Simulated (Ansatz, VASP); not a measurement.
## Pb in VASP and in Ansatz

```
CELL_PARAMETERS angstrom
3.47736 0.00000 0.00000
-1.73868 3.01148 0.00000
0.00000 0.00000 5.75345
ATOMIC_POSITIONS crystal
Pb 0.33333 0.66667 0.25000
Pb 0.66667 0.33333 0.75000
```

Alike in both runs: task single point; functional PBE; k mesh 15 × 15 × 8; occupations gaussian, width 0.1 eV; no spin polarisation.

```csv
,VASP,Ansatz
version,VASP 6.6.1,Ansatz 0.2.0
potentials or method,"VASP PAW PBE potentials, release 64 (Pb_d), cutoff 520 eV","scalar-relativistic, plane waves, PAW"
valence electrons in the cell,28,28
```

```tsv
	VASP	Ansatz	Ansatz less VASP
gap on the k mesh at the Fermi level (eV)	none	none	-
pressure (GPa)	2.5	2.6	+0.06
traceless stress, the component that is largest in VASP (GPa)	-0.19	-0.19	+0.001
```

A gap of «none» marks a metal or a gap that the smearing closes.

Neither program's run includes spin-orbit coupling.
